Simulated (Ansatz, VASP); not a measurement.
**LiCl in VASP and in Ansatz**

```
CELL_PARAMETERS angstrom
0.00000 2.54212 2.54212
2.54212 0.00000 2.54212
2.54212 2.54212 0.00000
ATOMIC_POSITIONS crystal
Li 0.00000 0.00000 0.00000
Cl 0.50000 0.50000 0.50000
```

Alike in both runs: task relaxation of cell and atoms; functional LDA; k mesh 8 × 8 × 8; occupations gaussian, width 0.02 eV; no spin polarisation.

|  | VASP | Ansatz |
| --- | --- | --- |
| version | VASP 6.6.1 | Ansatz 0.2.0 |
| potentials or method | VASP PAW LDA potentials, release 64 (Li_sv, Cl), cutoff 600 eV | scalar-relativistic, plane waves, PAW |
| valence electrons in the cell | 10 | 10 |

|  | VASP | Ansatz | Ansatz less VASP |
| --- | --- | --- | --- |
| gap on the k mesh at the Fermi level, each at its own relaxed structure (eV) | 6.52 | 6.49 | -0.025 |
| relaxed volume (Å³/atom) | 15.26 | 15.29 | +0.028 |
| relaxed length of the cell vector where the two differ most in proportion (Å) | 3.508 | 3.510 | +0.0022 |

Ansatz warns that its potentials were made for another functional, while VASP's fit it. LDA's correlation is that of Perdew and Zunger in VASP and of Perdew and Wang (1992) in Ansatz.

Noted on VASP's run: the cutoff is under 1.25 times that of the potentials, so the pressure is a little rough.
